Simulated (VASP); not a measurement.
# MoH5 (P4mm) in VASP: notebook

Runs on MoH5. Level: PBE. Tasks: single point, relaxation of cell and atoms.

Everything below comes from runs of VASP 6.6.1. Logs are shortened: lines on timing, memory, paths and dates and some standing lists are left out, and cuts for length are marked.

## 1. The cell of the first run

Symmetry: P4mm, No. 99, tetragonal system. Conventional cell: a = 2.727 Å, b = 2.727 Å, c = 7.726 Å, α = 90.00°, β = 90.00°, γ = 90.00°. H (site symmetry m) has 1 H at 0.73 Å within 1.0 Å. H (site symmetry 4mm) has 1 Mo at 1.67 Å within 2.2 Å. Mo (site symmetry 4mm) has 1 H at 1.67 Å within 2.2 Å.

## 2. Single point, PBE

File INCAR:

```
SYSTEM = MoH5
  PREC = Accurate
  ENCUT = 520
  EDIFF = 1E-7
  ISMEAR = 0
  SIGMA = 0.1
  LREAL = .FALSE.
  LASPH = .TRUE.
  NELM = 80
  ALGO = Normal
  ISIF = 2
  LWAVE = .FALSE.
  LCHARG = .FALSE.
  GGA = PE
  NBANDS = 18
```

File KPOINTS:

```
Automatic mesh
0
G
  6 6 4
  0 0 0
```

File POSCAR:

```
MoH5
1.0
    2.7271296208      0.0000000000      0.0000000000
    0.0000000000      2.7271296208      0.0000000000
    0.0000000000      0.0000000000      7.7260105327
H Mo
5 1
Direct
    0.3652841203      0.0000000000      0.5325391083
    0.6347158797      0.0000000000      0.5325391083
    0.0000000000      0.3652841203      0.5325391083
    0.0000000000      0.6347158797      0.5325391083
    0.5000000000      0.5000000000      0.8494007898
    0.5000000000      0.5000000000      0.0659111769
```

Potentials or basis: VASP PAW PBE potentials, release 64 (H, Mo_sv).

Launch:

```sh
cat potpaw_PBE.64/H/POTCAR potpaw_PBE.64/Mo_sv/POTCAR > POTCAR
mpirun -np 1 vasp_std > vasp.out
```

OUTCAR:

```text
SYSTEM = MoH5
   PREC = Accurate
   ENCUT = 520
   EDIFF = 1E-7
   ISMEAR = 0
   LREAL = .FALSE.
   LASPH = .TRUE.
   NELM = 80
   ISIF = 2
   GGA = PE

 ion  position               nearest neighbor table
   1  0.365  0.000  0.533-   2 0.73
   2  0.635  0.000  0.533-   1 0.73
   3  0.000  0.365  0.533-   4 0.73
   4  0.000  0.635  0.533-   3 0.73
   5  0.500  0.500  0.849-   6 1.67
   6  0.500  0.500  0.066-   5 1.67

  LATTYP: Found a simple tetragonal cell.
 ALAT       =     2.7271296208
 C/A-ratio  =     2.8330191839

  Lattice vectors:

 A1 = (   2.7271296208,   0.0000000000,   0.0000000000)
 A2 = (   0.0000000000,   2.7271296208,   0.0000000000)
 A3 = (   0.0000000000,   0.0000000000,   7.7260105327)

Analysis of symmetry for initial positions (statically):
=====================================================================
 Subroutine PRICEL returns:
 Original cell was already a primitive cell.

 Routine SETGRP: Setting up the symmetry group for a
 simple tetragonal supercell.

 Subroutine GETGRP returns: Found  8 space group operations
 (whereof  8 operations were pure point group operations)
 out of a pool of 16 trial point group operations.

The static configuration has the point symmetry C_4v.

Analysis of symmetry for dynamics (positions and initial velocities):
=====================================================================
 Subroutine PRICEL returns:
 Original cell was already a primitive cell.

 Routine SETGRP: Setting up the symmetry group for a
 simple tetragonal supercell.

 Subroutine GETGRP returns: Found  8 space group operations
 (whereof  8 operations were pure point group operations)
 out of a pool of 16 trial point group operations.

The dynamic configuration has the point symmetry C_4v.

 Subroutine INISYM returns: Found  8 space group operations
 (whereof  8 operations are pure point group operations),
 and found     1 'primitive' translations

----------------------------------------------------------------------------------------

                                     Primitive cell

  volume of cell :      57.4602

  direct lattice vectors                    reciprocal lattice vectors
     2.727129621  0.000000000  0.000000000     0.366685908  0.000000000  0.000000000
     0.000000000  2.727129621  0.000000000     0.000000000  0.366685908  0.000000000
     0.000000000  0.000000000  7.726010533     0.000000000  0.000000000  0.129432907

  length of vectors
     2.727129621  2.727129621  7.726010533     0.366685908  0.366685908  0.129432907

  position of ions in fractional coordinates (direct lattice)
     0.365284120  0.000000000  0.532539108
     0.634715880  0.000000000  0.532539108
     0.000000000  0.365284120  0.532539108
     0.000000000  0.634715880  0.532539108
     0.500000000  0.500000000  0.849400790
     0.500000000  0.500000000  0.065911177

  ion indices of the primitive-cell ions
   primitive index   ion index
                 1           1
                 2           2
                 3           3
                 4           4
                 5           5
                 6           6

----------------------------------------------------------------------------------------

 KPOINTS: Automatic mesh

Automatic generation of k-mesh.
 Grid dimensions read from file:
 generate k-points for:    6    6    4

 Generating k-lattice:

  Cartesian coordinates                     Fractional coordinates (reciprocal lattice)
     0.061114318  0.000000000  0.000000000     0.166666667  0.000000000  0.000000000
     0.000000000  0.061114318  0.000000000     0.000000000  0.166666667  0.000000000
     0.000000000  0.000000000  0.032358227     0.000000000  0.000000000  0.250000000

  Length of vectors
     0.061114318  0.061114318  0.032358227

  Shift w.r.t. Gamma in fractional coordinates (k-lattice)
     0.000000000  0.000000000  0.000000000

 Subroutine IBZKPT returns following result:
 ===========================================

 Found     30 irreducible k-points:

 Following reciprocal coordinates:
            Coordinates               Weight
  0.000000  0.000000  0.000000      1.000000
  0.166667  0.000000  0.000000      4.000000
  0.333333  0.000000  0.000000      4.000000
  0.500000  0.000000  0.000000      2.000000
  0.166667  0.166667  0.000000      4.000000
  0.333333  0.166667  0.000000      8.000000
[... 16 lines left out ...]
  0.333333  0.000000  0.500000      4.000000
  0.500000  0.000000  0.500000      2.000000
 [... further k-points ...]
   k-points           NKPTS =     30   k-points in BZ     NKDIM =     30   number of bands    NBANDS=     18
   number of dos      NEDOS =    301   number of ions     NIONS =      6
   total plane-waves  NPLWV =  24000
   dimension x,y,z NGX =    20 NGY =   20 NGZ =   60
   dimension x,y,z NGXF=    40 NGYF=   40 NGZF=  120
   ions per type =               5   1
   NGX,Y,Z   is equivalent  to a cutoff of  12.19, 12.19, 12.91 a.u.
   NGXF,Y,Z  is equivalent  to a cutoff of  24.38, 24.38, 25.82 a.u.
 SYSTEM =  MoH5
   PREC   = accura    normal or accurate (medium, high low for compatibility)
   ISTART =      0    job   : 0-new  1-cont  2-samecut
   ICHARG =      2    charge: 1-file 2-atom 10-const
   ISPIN  =      1    spin polarized calculation?
   LNONCOLLINEAR =      F non collinear calculations
   LSORBIT =      F    spin-orbit coupling
   LASPH  =      T    aspherical Exc in radial PAW
   ENCUT  =  520.0 eV  38.22 Ry    6.18 a.u.   5.07  5.07 14.37*2*pi/ulx,y,z
   NELM   =     80;   NELMIN=  2; NELMDL= -5     # of ELM steps
   EDIFF  = 0.1E-06   stopping-criterion for ELM
   LREAL  =      F    real-space projection
   EDIFFG = 0.1E-05   stopping-criterion for IOM
   NSW    =      0    number of steps for IOM
   IBRION =     -1    ionic relax: 0-MD 1-quasi-New 2-CG
   NFREE  =      0    steps in history (QN), initial steepest desc. (CG)
   ISIF   =      2    stress and relaxation
   ISYM   =      2    0-nonsym 1-usesym 2-fastsym
   POTIM  = 0.5000    time-step for ionic-motion
   TEBEG  =    0.0;   TEEND  =   0.0 temperature during run
   PSTRESS=    0.0 pullay stress
   NELECT =      19.0000    total number of electrons
   NUPDOWN=      -1.0000    fix difference up-down
   EMIN   =  10.00;   EMAX   =-10.00  energy-range for DOS
   EFERMI =   0.00;   METHOD = LEGACY
   ISMEAR =     0;   SIGMA  =   0.10  broadening in eV -4-tet -1-fermi 0-gaus
   EFERMI_NEDOS =   21; number of points for ismear=-14 and -15
   IALGO  =     38    algorithm
   IMIX   =      4    mixing-type and parameters
     AMIX     =   0.40;   BMIX     =  1.00
     AMIX_MAG =   1.60;   BMIX_MAG =  1.00
  volume/ion in A,a.u.               =       9.58        64.63
  Fermi-wavevector in a.u.,A,eV,Ry     =   1.132063  2.139288 17.436758  1.281566
  Thomas-Fermi vector in A             =   2.268763
   LORBIT       =      0    0 simple, 1 ext, 2 COOP (PROOUT), +10 PAW based schemes
   GGA     = PE    functional components
   LHFCALC =     F    Hartree Fock is set to
   AEXX    =    0.0000 exact exchange contribution
   IVDW    =     0    specifies the selected vdW correction
   LEPSILON=     F    determine dielectric tensor
   LRPA    =     F    only Hartree local field effects (RPA)
 non-spin polarized calculation
 Gauss-broadening in eV      SIGMA  =   0.10
  energy-cutoff  :      520.00
  volume of cell :       57.46
 maximum number of plane-waves:      1568
   NGX = 11   NGY = 11   NGZ = 29

 number of electron      18.9999997 magnetization

 Free energy of the ion-electron system (eV)
  ---------------------------------------------------
  ext. energy  EPLUGINS =         0.00000000
  ---------------------------------------------------
  free energy    TOTEN  =       -23.70256723 eV

  energy without entropy =      -23.67104048  energy(sigma->0) =      -23.68680385

 E-fermi :   1.1554     XC(G=0):  -8.5015

 val. band max:        1.1537965036   @ k =   0.1667   0.0000   0.2500
 cond. band min:       1.1580766127   @ k =   0.1667   0.1667   0.5000
 fundamental gap:      0.0042801090
 Fermi energy:         1.1554150471

 k-point     1 :       0.0000    0.0000    0.0000
  band No.  band energies     occupation
      1     -59.3222      2.00000
      2     -33.4159      2.00000
      3     -32.8742      2.00000
      4     -32.8742      2.00000
      5     -10.0779      2.00000
      6      -3.2442      2.00000
[... 10 lines left out ...]
     17      12.4844      0.00000
     18      13.4741      0.00000

 k-point     2 :       0.1667    0.0000    0.0000
  band No.  band energies     occupation
      1     -59.2943      2.00000
      2     -33.3894      2.00000
      3     -33.1188      2.00000
      4     -32.8533      2.00000
      5      -9.5879      2.00000
      6      -2.7543      2.00000
[... 10 lines left out ...]
     17      12.9174      0.00000
     18      13.0304      0.00000

 k-point     3 :       0.3333    0.0000    0.0000
  band No.  band energies     occupation
      1     -59.2379      2.00000
      2     -33.5886      2.00000
      3     -33.3360      2.00000
      4     -32.8113      2.00000
      5      -8.1551      2.00000
      6      -2.7129      2.00000
[... 10 lines left out ...]
     17      12.4836      0.00000
     18      12.5279      0.00000

 k-point     4 :       0.5000    0.0000    0.0000
  band No.  band energies     occupation
      1     -59.2094      2.00000
      2     -33.8147      2.00000
      3     -33.3090      2.00000
      4     -32.7901      2.00000
      5      -6.3673      2.00000
      6      -5.1094      2.00000
[... 375 lines left out ...]
      4     -32.8533      2.00000
      5      -9.5842      2.00000
      6      -2.8584      2.00000
[... 10 lines left out ...]
     17      12.9289      0.00000
     18      13.5043      0.00000

 k-point    23 :       0.3333    0.0000    0.5000
  band No.  band energies     occupation
      1     -59.2379      2.00000
      2     -33.5886      2.00000
      3     -33.3360      2.00000
      4     -32.8113      2.00000
      5      -8.1525      2.00000
      6      -2.6926      2.00000
[... 10 lines left out ...]
     17      13.4291      0.00000
     18      14.0460      0.00000

 k-point    24 :       0.5000    0.0000    0.5000
  band No.  band energies     occupation
      1     -59.2094      2.00000
      2     -33.8147      2.00000
      3     -33.3090      2.00000
      4     -32.7901      2.00000
      5      -6.3685      2.00000
      6      -5.0985      2.00000
[... 10 lines left out ...]
     17      11.7596      0.00000
     18      13.6314      0.00000

 [... further k-points ...]

------------------------ aborting loop because EDIFF is reached ----------------------------------------

  FORCE on cell =-STRESS in cart. coord.  units (eV):
  Direction    XX          YY          ZZ          XY          YZ          ZX
  --------------------------------------------------------------------------------------
  -------------------------------------------------------------------------------------
  Total       -0.0621718     -0.0621718     -0.0268227      0.0000000      0.0000000      0.0000000
  in kB       -1.7335525     -1.7335525     -0.7479035      0.0000000      0.0000000      0.0000000
  external PRESSURE =      -1.4050028 kB  Pullay stress =       0.0000000 kB

 VOLUME and BASIS-vectors are now :
 -----------------------------------------------------------------------------
  energy-cutoff  :      520.00
  volume of cell :       57.46
      direct lattice vectors                 reciprocal lattice vectors
     2.727129621  0.000000000  0.000000000     0.366685908  0.000000000  0.000000000
     0.000000000  2.727129621  0.000000000     0.000000000  0.366685908  0.000000000
     0.000000000  0.000000000  7.726010533     0.000000000  0.000000000  0.129432907

 POSITION                                       TOTAL-FORCE (eV/Angst)
 -----------------------------------------------------------------------------------
      0.99618      0.00000      4.11440         0.012142     -0.000000      0.000241
      1.73095      0.00000      4.11440        -0.012142     -0.000000      0.000241
      0.00000      0.99618      4.11440        -0.000000      0.012142      0.000241
      0.00000      1.73095      4.11440        -0.000000     -0.012142      0.000241
      1.36356      1.36356      6.56248        -0.000000     -0.000000     -0.001227
      1.36356      1.36356      0.50923        -0.000000     -0.000000      0.000264
 -----------------------------------------------------------------------------------
    total drift:                                0.000000      0.000000      0.000014

  FREE ENERGIE OF THE ION-ELECTRON SYSTEM (eV)
  ---------------------------------------------------
  free  energy   TOTEN  =       -23.7025672287 eV

  energy  without entropy=      -23.6710404793  energy(sigma->0) =      -23.68680385
```

Wall time 22 s (1 thread of AMD EPYC 7R13 (Zen 3), shared host); peak memory 0.14 GiB.

What came out:

```
Free energy   : -23.7026 eV
Pressure      : -0.1 GPa
Largest force : 0.012 eV/Å
```

Forces on the atoms (eV/Å):
```
H    0.012  0.000  0.000
H   -0.012  0.000  0.000
H    0.000  0.012  0.000
H    0.000 -0.012  0.000
H    0.000  0.000 -0.001
Mo   0.000  0.000  0.000
```

Stress tensor (GPa, compression positive):
```
-0.17  0.00  0.00
 0.00 -0.17  0.00
 0.00  0.00 -0.07
```

Levels at points of the mesh, in eV from the Fermi level:
```
           k point  band 5  band 6  band 7  band 8  band 9  band 10  band 11  band 12  band 13  band 14
(0.00, 0.00, 0.00)  -11.23   -4.40   -3.33   -2.57    0.10     0.29     2.36     2.36     3.78     6.63
(0.50, 0.00, 0.00)   -7.52   -6.26   -2.45   -1.94   -1.72     1.36     2.36     2.76     3.47     7.61
(0.50, 0.50, 0.00)   -5.05   -5.05   -3.14   -1.44   -0.61    -0.61     1.20     5.43     5.54     7.55
(0.00, 0.00, 0.50)  -11.23   -4.51   -3.31   -2.57    0.29     0.60     2.36     2.36     3.78     4.80
(0.50, 0.00, 0.50)   -7.52   -6.25   -2.51   -1.95   -1.70     1.36     2.27     2.76     3.81     7.24
(0.50, 0.50, 0.50)   -5.05   -5.05   -3.14   -1.43   -0.60    -0.60     1.19     5.16     5.54     7.41
```

Caveat: the k points lie up to 0.38 Å⁻¹ apart.

(Continued in part 2 of 2.)
